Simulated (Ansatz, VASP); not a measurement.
**AlN in VASP and in Ansatz**

INCAR

```
PREC = Accurate
ENCUT = 520
EDIFF = 1E-7
ISMEAR = 0
SIGMA = 0.05
LREAL = False
LASPH = True
NELM = 100
ALGO = Normal
ISIF = 2
LWAVE = False
LCHARG = False
GGA = PS
NBANDS = 16
```

Contents of KPOINTS:

```
regular mesh
0
Gamma
  9 9 6
```

The input POSCAR:

```
AlN
1.0
    3.3807000000      0.0000000000      0.0000000000
   -1.6903500000      2.9277720826      0.0000000000
    0.0000000000      0.0000000000      4.2642000000
Al N
2 2
Direct
    0.3333333333      0.6666666667      0.7500000000
    0.6666666667      0.3333333333      0.2500000000
    0.3333333333      0.6666666667      0.2500000000
    0.6666666667      0.3333333333      0.7500000000
```

Input for Ansatz:

```yaml
crystal:
  lattice:
    - [3.3807, 0.0, 0.0]
    - [-1.69035, 2.9277720826, 0.0]
    - [0.0, 0.0, 4.2642]
  atoms:
    - { symbol: Al, position: [0.3333333333, 0.6666666667, 0.75] }
    - { symbol: Al, position: [0.6666666667, 0.3333333333, 0.25] }
    - { symbol: "N", position: [0.3333333333, 0.6666666667, 0.25] }
    - { symbol: "N", position: [0.6666666667, 0.3333333333, 0.75] }
basis:
  ecutwfc: 520.0
kpoints:
  mp_grid: { grid: [9, 9, 6] }
hamiltonian:
  xc: pbesol
  pseudopotentials: { kind: paw, azcp: { folder: soft_1 } }
scf:
  occupations: { method: gaussian, width: 0.05 }
output:
  forces: true
  stress: true
  eigenvalues: true
```

Alike in both runs: task single point; functional PBEsol; k mesh 9 × 9 × 6; occupations gaussian, width 0.05 eV; no spin polarisation.

|  | VASP | Ansatz |
| --- | --- | --- |
| version | VASP 6.6.1 | Ansatz 0.2.0 |
| potentials or method | VASP PAW PBE potentials, release 64 (Al, N), cutoff 520 eV | scalar-relativistic, plane waves, PAW |
| valence electrons in the cell | 16 | 16 |

```tsv
	VASP	Ansatz	Ansatz less VASP
gap on the k mesh at the Fermi level (eV)	2.76	2.75	-0.011
least direct gap on the mesh (eV)	2.76	2.75	-0.011
pressure (GPa)	-14.2	-14.1	+0.05
traceless stress, the component that is largest in VASP (GPa)	1.12	1.13	+0.004
```

VASP's potentials were made for PBE, not for PBEsol, and Ansatz warns of the same on its side.
